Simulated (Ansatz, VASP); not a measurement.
**One calculation of MnS, two programs**

The input INCAR:

```
PREC = Accurate
ENCUT = 680
EDIFF = 1E-6
ISMEAR = 0
SIGMA = 0.05
LREAL = False
LASPH = True
NELM = 200
ALGO = Normal
ISIF = 2
LWAVE = False
LCHARG = False
ISPIN = 2
MAGMOM = 5 -5 0 0
LORBIT = 11
LMAXMIX = 4
LDAU = True
LDAUTYPE = 2
LDAUL = 2 -1
LDAUU = 3.9 0
LDAUJ = 0 0
LDAUPRINT = 1
GGA = PE
NBANDS = 33
GGA_COMPAT = False
```

File KPOINTS:

```
regular mesh
0
Gamma
  4 4 3
```

POSCAR

```
MnS
1.0
    0.0000000000      2.6543123020     -2.6543123020
    0.0000000000      2.6543123020      2.6543123020
    5.3086246040      0.0000000000      0.0000000000
Mn S
2 2
Direct
    0.0000000000      0.0000000000      0.0000000000
    0.5000000000      0.5000000000      0.5000000000
    0.0000000000      1.0000000000      0.5000000000
    0.5000000000      1.5000000000      1.0000000000
```

Input for Ansatz:

```yaml
crystal:
  lattice:
    - [0.0, 2.654312302, -2.654312302]
    - [0.0, 2.654312302, 2.654312302]
    - [5.308624604, 0.0, 0.0]
  atoms:
    - { symbol: Mn, position: [0.0, 0.0, 0.0], spin: 5.0 }
    - { symbol: S, position: [0.0, 1.0, 0.5] }
    - { symbol: Mn, position: [0.5, 0.5, 0.5], spin: -5.0 }
    - { symbol: S, position: [0.5, 1.5, 1.0] }
basis:
  ecutwfc: 420
  ecutrho_ratio: 4
kpoints:
  mp_grid: { grid: [4, 4, 3] }
hamiltonian:
  xc: pbe
  hubbard: { sites: [{ species: Mn, l: d, u_eff: 3.9 }] }
scf:
  occupations: { method: gaussian, width: 0.05 }
output:
  forces: true
  stress: true
  eigenvalues: true
  populations: true
  hubbard: { sites: [{ species: Mn, l: d }] }
magnetization:
  spin_polarized: true
```

Alike in both runs: task single point; functional PBE; k mesh 4 × 4 × 3; occupations gaussian, width 0.05 eV; collinear spin; Hubbard terms Mn d U = 3.9 eV.

|  | VASP | Ansatz |
| --- | --- | --- |
| version | VASP 6.6.1 | Ansatz 0.2.0 |
| potentials or method | VASP PAW PBE potentials, release 64 (Mn_sv, S), cutoff 680 eV | scalar-relativistic, plane waves, PAW |
| valence electrons in the cell | 42 | 42 |

|  | VASP | Ansatz | Ansatz less VASP |
| --- | --- | --- | --- |
| gap on the k mesh at the Fermi level (eV) | 1.13 | 1.00 | -0.127 |
| least direct gap on the mesh (eV) | 2.53 | 2.40 | -0.129 |
| pressure (GPa) | -1.5 | -0.4 | +1.10 |
| net moment per atom (μB) | 0.00 | 0.00 | 0.000 |
| size of the moment on the site where the two differ most (μB) | 4.44 | 4.52 | +0.080 |

Site moments also hang on the region over which each program counts them. The programs project onto different local orbitals, so the same U acts differently, and such runs can settle in different states.
